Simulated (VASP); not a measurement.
# YSb (zincblende type) (F-43m) in VASP: notebook

The runs below take YSb (zincblende type) through single point, relaxation of cell and atoms, with LDA.

Program: VASP 6.6.1. These are calculated values, not measurements. Logs are shortened: lines on timing, memory, paths and dates and some standing lists are left out, and cuts for length are marked.

### Step 1. The cell of the first run

It takes space group F-43m (No. 216, cubic). The conventional cell has a = 6.792 Å, b = 6.792 Å, c = 6.792 Å, α = 90.00°, β = 90.00°, γ = 90.00°. Y (site symmetry -43m) has 4 Sb at 2.94 Å within 3.9 Å. Sb (site symmetry -43m) has 4 Y at 2.94 Å within 3.9 Å.

### Step 2. Single point, LDA

The input, INCAR:

```
PREC = Accurate ; ENCUT = 520
EDIFF = 1E-7 ; ISMEAR = -1
SIGMA = 0.1 ; LREAL = F
LASPH = T ; NELM = 80
ALGO = Normal ; ISIF = 2
LWAVE = F ; LCHARG = T
GGA = CA ; LELF = T
LVHAR = T ; NBANDS = 15
```

The input, KPOINTS:

```
regular mesh
0
Gamma
  12 12 12
```

The input, POSCAR:

```
YSb
1.0
    0.0000000000      3.3958157526      3.3958157526
    3.3958157526      0.0000000000      3.3958157526
    3.3958157526      3.3958157526      0.0000000000
Y Sb
1 1
Direct
    0.0000000000      0.0000000000      0.0000000000
    0.2500000000      0.2500000000      0.2500000000
```

Potentials or basis: VASP PAW LDA potentials, release 64 (Y_sv, Sb).

Run with:

```
$ cat potpaw_LDA.64/Y_sv/POTCAR potpaw_LDA.64/Sb/POTCAR > POTCAR
$ mpirun -np 1 vasp_std > vasp.out
```

OUTCAR:

```text
PREC = Accurate
   ENCUT = 520
   EDIFF = 1E-7
   ISMEAR = -1
   LREAL = F
   LASPH = T
   NELM = 80
   ISIF = 2
   GGA = CA

 ion  position               nearest neighbor table
   1  0.000  0.000  0.000-   2 2.94   2 2.94   2 2.94   2 2.94
   2  0.250  0.250  0.250-   1 2.94   1 2.94   1 2.94   1 2.94

  LATTYP: Found a face centered cubic cell.
 ALAT       =     6.7916315052

  Lattice vectors:

 A1 = (   0.0000000000,   3.3958157526,   3.3958157526)
 A2 = (   3.3958157526,   0.0000000000,   3.3958157526)
 A3 = (   3.3958157526,   3.3958157526,   0.0000000000)

Analysis of symmetry for initial positions (statically):
=====================================================================
 Subroutine PRICEL returns:
 Original cell was already a primitive cell.

 Routine SETGRP: Setting up the symmetry group for a
 face centered cubic supercell.

 Subroutine GETGRP returns: Found 24 space group operations
 (whereof 24 operations were pure point group operations)
 out of a pool of 48 trial point group operations.

The static configuration has the point symmetry T_d .

Analysis of symmetry for dynamics (positions and initial velocities):
=====================================================================
 Subroutine PRICEL returns:
 Original cell was already a primitive cell.

 Routine SETGRP: Setting up the symmetry group for a
 face centered cubic supercell.

 Subroutine GETGRP returns: Found 24 space group operations
 (whereof 24 operations were pure point group operations)
 out of a pool of 48 trial point group operations.

The dynamic configuration has the point symmetry T_d .

 Subroutine INISYM returns: Found 24 space group operations
 (whereof 24 operations are pure point group operations),
 and found     1 'primitive' translations

----------------------------------------------------------------------------------------

                                     Primitive cell

  volume of cell :      78.3181

  direct lattice vectors                    reciprocal lattice vectors
     0.000000000  3.395815753  3.395815753    -0.147240026  0.147240026  0.147240026
     3.395815753  0.000000000  3.395815753     0.147240026 -0.147240026  0.147240026
     3.395815753  3.395815753  0.000000000     0.147240026  0.147240026 -0.147240026

  length of vectors
     4.802408693  4.802408693  4.802408693     0.255027206  0.255027206  0.255027206

  position of ions in fractional coordinates (direct lattice)
     0.000000000  0.000000000  0.000000000
     0.250000000  0.250000000  0.250000000

  ion indices of the primitive-cell ions
   primitive index   ion index
                 1           1
                 2           2

----------------------------------------------------------------------------------------

 KPOINTS: regular mesh

Automatic generation of k-mesh.
 Grid dimensions read from file:
 generate k-points for:   12   12   12

 Generating k-lattice:

  Cartesian coordinates                     Fractional coordinates (reciprocal lattice)
    -0.012270002  0.012270002  0.012270002     0.083333333  0.000000000  0.000000000
     0.012270002 -0.012270002  0.012270002     0.000000000  0.083333333  0.000000000
     0.012270002  0.012270002 -0.012270002     0.000000000  0.000000000  0.083333333

  Length of vectors
     0.021252267  0.021252267  0.021252267

  Shift w.r.t. Gamma in fractional coordinates (k-lattice)
     0.000000000  0.000000000  0.000000000

 Subroutine IBZKPT returns following result:
 ===========================================

 Found     72 irreducible k-points:

 Following reciprocal coordinates:
            Coordinates               Weight
  0.000000  0.000000  0.000000      1.000000
  0.083333  0.000000  0.000000      8.000000
  0.166667  0.000000  0.000000      8.000000
  0.250000  0.000000  0.000000      8.000000
  0.333333  0.000000  0.000000      8.000000
  0.416667  0.000000  0.000000      8.000000
[... 16 lines left out ...]
  0.500000  0.166667  0.000000     24.000000
 -0.416667  0.166667  0.000000     24.000000
 [... further k-points ...]
   k-points           NKPTS =     72   k-points in BZ     NKDIM =     72   number of bands    NBANDS=     15
   number of dos      NEDOS =    301   number of ions     NIONS =      2
   total plane-waves  NPLWV =  46656
   dimension x,y,z NGX =    36 NGY =   36 NGZ =   36
   dimension x,y,z NGXF=    72 NGYF=   72 NGZF=   72
   ions per type =               1   1
   NGX,Y,Z   is equivalent  to a cutoff of  12.46, 12.46, 12.46 a.u.
   NGXF,Y,Z  is equivalent  to a cutoff of  24.92, 24.92, 24.92 a.u.
 SYSTEM =  unknown system
   PREC   = accura    normal or accurate (medium, high low for compatibility)
   ISTART =      0    job   : 0-new  1-cont  2-samecut
   ICHARG =      2    charge: 1-file 2-atom 10-const
   ISPIN  =      1    spin polarized calculation?
   LNONCOLLINEAR =      F non collinear calculations
   LSORBIT =      F    spin-orbit coupling
   LASPH  =      T    aspherical Exc in radial PAW
   ENCUT  =  520.0 eV  38.22 Ry    6.18 a.u.   8.93  8.93  8.93*2*pi/ulx,y,z
   NELM   =     80;   NELMIN=  2; NELMDL= -5     # of ELM steps
   EDIFF  = 0.1E-06   stopping-criterion for ELM
   LREAL  =      F    real-space projection
   EDIFFG = 0.1E-05   stopping-criterion for IOM
   NSW    =      0    number of steps for IOM
   IBRION =     -1    ionic relax: 0-MD 1-quasi-New 2-CG
   NFREE  =      0    steps in history (QN), initial steepest desc. (CG)
   ISIF   =      2    stress and relaxation
   ISYM   =      2    0-nonsym 1-usesym 2-fastsym
   POTIM  = 0.5000    time-step for ionic-motion
   TEBEG  =    0.0;   TEEND  =   0.0 temperature during run
   PSTRESS=    0.0 pullay stress
   NELECT =      16.0000    total number of electrons
   NUPDOWN=      -1.0000    fix difference up-down
   EMIN   =  10.00;   EMAX   =-10.00  energy-range for DOS
   EFERMI =   0.00;   METHOD = LEGACY
   ISMEAR =    -1;   SIGMA  =   0.10  broadening in eV -4-tet -1-fermi 0-gaus
   EFERMI_NEDOS =   21; number of points for ismear=-14 and -15
   IALGO  =     38    algorithm
   IMIX   =      4    mixing-type and parameters
     AMIX     =   0.40;   BMIX     =  1.00
     AMIX_MAG =   1.60;   BMIX_MAG =  1.00
  volume/ion in A,a.u.               =      39.16       264.26
  Fermi-wavevector in a.u.,A,eV,Ry     =   0.964186  1.822047 12.648713  0.929654
  Thomas-Fermi vector in A             =   2.093795
   LORBIT       =      0    0 simple, 1 ext, 2 COOP (PROOUT), +10 PAW based schemes
   GGA     = CA    functional components
   LHFCALC =     F    Hartree Fock is set to
   AEXX    =    0.0000 exact exchange contribution
   IVDW    =     0    specifies the selected vdW correction
   LEPSILON=     F    determine dielectric tensor
   LRPA    =     F    only Hartree local field effects (RPA)
 non-spin polarized calculation
  energy-cutoff  :      520.00
  volume of cell :       78.32
 maximum number of plane-waves:      2148
   NGX = 17   NGY = 17   NGZ = 17

 number of electron      16.0000001 magnetization

 Free energy of the ion-electron system (eV)
  ---------------------------------------------------
  ext. energy  EPLUGINS =         0.00000000
  ---------------------------------------------------
  free energy    TOTEN  =       -12.87762186 eV

  energy without entropy =      -12.87709762  energy(sigma->0) =      -12.87735974

 E-fermi :   2.6050     XC(G=0):  -8.5008

 val. band max:        1.9072857561   @ k =   0.5000   0.5000   0.0000
 cond. band min:       3.1991903774   @ k =   0.5000   0.5000   0.0000
 fundamental gap:      1.2919046213
 Fermi energy:         2.6050408525

 k-point     1 :       0.0000    0.0000    0.0000
  band No.  band energies     occupation
      1     -40.0823      2.00000
      2     -20.1882      2.00000
      3     -20.1882      2.00000
      4     -20.1882      2.00000
      5      -6.2359      2.00000
      6       1.2750      2.00000
      7       1.2750      2.00000
      8       1.2750      2.00000
      9       4.6199      0.00000
     10       4.6199      0.00000
     11       4.7549      0.00000
     12       8.2667      0.00000
     13       8.2667      0.00000
     14       8.2667      0.00000
     15       9.3299      0.00000

 k-point     2 :       0.0833    0.0000    0.0000
  band No.  band energies     occupation
      1     -40.0822      2.00000
      2     -20.1913      2.00000
      3     -20.1886      2.00000
      4     -20.1886      2.00000
      5      -6.1976      2.00000
      6       1.1393      2.00000
      7       1.2966      2.00000
      8       1.2966      2.00000
      9       4.5851      0.00000
     10       4.5851      0.00000
     11       4.9935      0.00000
     12       7.9359      0.00000
     13       8.2747      0.00000
     14       8.2747      0.00000
     15       9.1067      0.00000

 k-point     3 :       0.1667    0.0000    0.0000
  band No.  band energies     occupation
      1     -40.0819      2.00000
      2     -20.1999      2.00000
      3     -20.1899      2.00000
      4     -20.1899      2.00000
      5      -6.0906      2.00000
      6       0.8353      2.00000
      7       1.3529      1.99999
      8       1.3529      1.99999
      9       4.5209      0.00000
     10       4.5209      0.00000
     11       5.5591      0.00000
     12       7.1650      0.00000
     13       8.1108      0.00000
     14       8.1108      0.00000
     15       8.7487      0.00000
[... 343 lines left out ...]
 k-point    23 :       0.5000    0.1667    0.0000
  band No.  band energies     occupation
      1     -40.0803      2.00000
      2     -20.2317      2.00000
      3     -20.2009      2.00000
      4     -20.1973      2.00000
      5      -5.5626      2.00000
      6       0.2109      2.00000
      7       1.2676      2.00000
      8       1.6109      1.99990
      9       4.1716      0.00000
     10       4.7703      0.00000
     11       4.9190      0.00000
     12       6.2504      0.00000
     13       6.5713      0.00000
     14       7.4091      0.00000
     15      10.2150      0.00000

 k-point    24 :      -0.4167    0.1667    0.0000
  band No.  band energies     occupation
      1     -40.0803      2.00000
      2     -20.2322      2.00000
      3     -20.2022      2.00000
      4     -20.1965      2.00000
      5      -5.5513      2.00000
      6       0.2410      2.00000
      7       1.1994      2.00000
      8       1.6147      1.99990
      9       4.2337      0.00000
     10       4.6820      0.00000
     11       4.9402      0.00000
     12       6.2919      0.00000
     13       6.5348      0.00000
     14       7.3775      0.00000
     15      10.0546      0.00000

 [... further k-points ...]
[... 5 lines left out ...]
  --------------------------------------------------------------------------------------
  -------------------------------------------------------------------------------------
  Total        0.0655933      0.0655933      0.0655933      0.0000000      0.0000000      0.0000000
  in kB        1.3418606      1.3418606      1.3418606      0.0000000      0.0000000      0.0000000
  external PRESSURE =       1.3418606 kB  Pullay stress =       0.0000000 kB

 VOLUME and BASIS-vectors are now :
 -----------------------------------------------------------------------------
  energy-cutoff  :      520.00
  volume of cell :       78.32
      direct lattice vectors                 reciprocal lattice vectors
     0.000000000  3.395815753  3.395815753    -0.147240026  0.147240026  0.147240026
     3.395815753  0.000000000  3.395815753     0.147240026 -0.147240026  0.147240026
     3.395815753  3.395815753  0.000000000     0.147240026  0.147240026 -0.147240026

 POSITION                                       TOTAL-FORCE (eV/Angst)
 -----------------------------------------------------------------------------------
      0.00000      0.00000      0.00000         0.000000      0.000000      0.000000
      1.69791      1.69791      1.69791        -0.000000     -0.000000     -0.000000
 -----------------------------------------------------------------------------------
    total drift:                                0.000000      0.000000      0.000000

  FREE ENERGIE OF THE ION-ELECTRON SYSTEM (eV)
  ---------------------------------------------------
  free  energy   TOTEN  =       -12.8776218606 eV

  energy  without entropy=      -12.8770976214  energy(sigma->0) =      -12.87735974
```

It took 3.7 min on 1 thread of AMD EPYC 7R13, shared host; peak memory 0.22 GiB.

What came out:

| Quantity | Value |
| --- | --- |
| Free energy | -12.8776 eV |
| Pressure | 0.1 GPa |
| Band gap on the k mesh | 1.29 eV, direct |

Levels at points of the mesh, in eV from the valence-band top:
```
           k point  band 4  band 5  band 6  band 7  band 8  band 9  band 10  band 11  band 12  band 13
(0.00, 0.00, 0.00)  -22.10   -8.14   -0.63   -0.63   -0.63    2.71     2.71     2.85     6.36     6.36
(0.50, 0.00, 0.00)  -22.10   -7.52   -1.84   -0.38   -0.38    2.78     2.98     2.98     4.46     4.46
(0.50, 0.50, 0.00)  -22.11   -7.31   -2.04    0.00    0.00    1.29     2.64     3.34     3.55     3.55
```

Caveat: spin-orbit coupling is left out, which moves the levels of the heavy elements.

(Part 1 of 2 ends here.)
